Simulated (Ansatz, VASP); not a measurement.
**Sn3As: VASP beside Ansatz**

```xyz
8
Lattice="4.0173 2.3194 3.7730 -4.0173 2.3194 3.7730 0.0000 -4.6387 3.7730" Properties=species:S:1:pos:R:3 pbc="T T T"
Sn    2.1894   -1.2641    6.9650
Sn    0.0000    2.5281    6.9650
Sn   -2.1894   -1.2641    6.9650
Sn   -2.1894    1.2641    4.3541
Sn    2.1894    1.2641    4.3541
Sn    0.0000   -2.5281    4.3541
As    0.0000    0.0000    3.0448
As    0.0000    0.0000    8.2742
```

Alike in both runs: task relaxation of cell and atoms; functional PBE; k mesh 3 × 3 × 3; occupations gaussian, width 0.1 eV; no spin polarisation.

```csv
,VASP,Ansatz
version,VASP 6.6.1,Ansatz 0.2.0
potentials or method,"VASP PAW PBE potentials, release 64 (Sn_d, As), cutoff 600 eV","scalar-relativistic, plane waves, PAW"
valence electrons in the cell,94,114
```

|  | VASP | Ansatz | Ansatz less VASP |
| --- | --- | --- | --- |
| gap on the k mesh at the Fermi level, each at its own relaxed structure (eV) | none | none | - |
| relaxed volume (Å³/atom) | 26.77 | 26.84 | +0.069 |
| relaxed cell length with the largest relative difference (Å) | 5.983 | 5.988 | +0.0051 |

A gap of «none» marks a metal or a gap that the smearing closes. VASP's potentials hold 94 valence electrons a cell and Ansatz's 114, so a difference there can come from the potentials and not from the codes.
